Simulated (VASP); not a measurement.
Wanted: the native input for a VASP 6.6.1 run.

* Task: single point
* Functional: PBEsol
* Potentials or basis: VASP PAW PBE potentials, release 64 (Na_pv, F)
* Cutoff: 520 eV
* k mesh: 10 × 10 × 10
* Occupations: gaussian, width 0.01 eV
* Spin: no spin polarisation
* Dipole correction: no
* Further INCAR settings: ALGO = Normal; EDIFF = 1e-06; NBANDS = 14

The structure of NaF lies in POSCAR:

```
NaF
1.0
    0.0000000000      2.3035226430      2.3035226430
    2.3035226430      0.0000000000      2.3035226430
    2.3035226430      2.3035226430      0.0000000000
Na F
1 1
Direct
    0.0000000000      0.0000000000      0.0000000000
    0.5000000000      0.5000000000      0.5000000000
```

These files were run (other wordings do the same):

INCAR

```
  PREC = Accurate
  ENCUT = 520
  EDIFF = 1E-6
  ISMEAR = 0
  SIGMA = 0.01
  LREAL = F
  LASPH = T
  NELM = 60
  ALGO = Normal
  ISIF = 2
  LWAVE = F
  LCHARG = T
  GGA = PS
  LELF = T
  LVHAR = T
  NBANDS = 14
```

KPOINTS

```
Automatic mesh
0
Gamma
  10 10 10
```

Potentials or basis: VASP PAW PBE potentials, release 64 (Na_pv, F).

The run is started by

```sh
$ cat potpaw_PBE.64/Na_pv/POTCAR potpaw_PBE.64/F/POTCAR > POTCAR
$ mpirun -np 1 vasp_std > vasp.out
```

Results of the run:

| Quantity | Value |
| --- | --- |
| Pressure | 0.6 GPa |
| Band gap on the k mesh | 6.25 eV |

Caveat: the PAW data sets were made with another functional, which shifts forces and pressure a little.

Wall time 13 s on 1 thread of Intel Xeon 8259CL, on a shared host, peak memory 0.14 GiB.
